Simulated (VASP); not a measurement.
Input of a VASP 6.6.1 run:

INCAR

```
PREC     = Accurate       # precision mode
ENCUT    = 600            # plane-wave cutoff, eV
EDIFF    = 1E-6           # SCF threshold, eV
ISMEAR   = -1             # smearing method
SIGMA    = 0.05           # smearing width, eV
LREAL    = False          # projectors in reciprocal space
LASPH    = True           # aspherical terms in the spheres
NELM     = 100            # most SCF steps
ALGO     = Normal         # electronic algorithm
ISIF     = 3              # what is computed and relaxed
LWAVE    = False          # write WAVECAR
LCHARG   = False          # write CHGCAR
GGA      = PS             # functional
IBRION   = 2              # ionic algorithm
NSW      = 60             # ionic steps
EDIFFG   = -0.01          # ionic threshold
PSTRESS  = 200.0
```

KPOINTS

```
Automatic mesh
0
Gamma
  7 7 9
```

Contents of POSCAR:

```
As
1.0
    4.5664000000      0.0000000000      0.0000000000
   -2.2832000000      3.9546200000      0.0000000000
    0.0000000000      0.0000000000      2.8337400000
As
2
Direct
    0.3333300000      0.6666700000      0.0000000000
    0.6666700000      0.3333300000      0.0000000000
```

Potentials or basis: VASP PAW PBE potentials, release 64 (As).

The run is started by

```bash
$ cat potpaw_PBE.64/As/POTCAR > POTCAR
$ mpirun -np 1 vasp_std > vasp.out
```

What does it give for the band gap on the k mesh?

Zero (band 5 reaches 9.05 eV, above the bottom of band 6 at 5.03 eV).

Predict the relaxed volume.

19.59 Å³/atom.

Predict the space group after relaxing (to 0.05 Å).

P6/mmm (No. 191).

Step by step:
```csv
step,energy change (eV),largest force (eV/Å),pressure (GPa),volume (Å³)
1,0.0000,0.0002,-2.61,51.17
2,3.6327,0.0004,92.67,28.81
3,0.3749,0.0003,17.41,39.96
4,0.4371,0.0004,19.22,39.42
5,0.4636,0.0004,19.98,39.20
6,0.5222,0.0001,21.26,38.83
7,0.4722,0.0002,20.46,39.06
8,0.4725,0.0001,20.47,39.06
9,0.4404,0.0001,19.53,39.32
10,0.4566,0.0000,20.01,39.19
```

Caveat: the cell is relaxed towards a set pressure, so the enthalpy falls and the energy may rise; the volume moved by over 15 % at a fixed basis, so the end points are rough; the PAW data sets were made with another functional, which shifts forces and pressure a little.
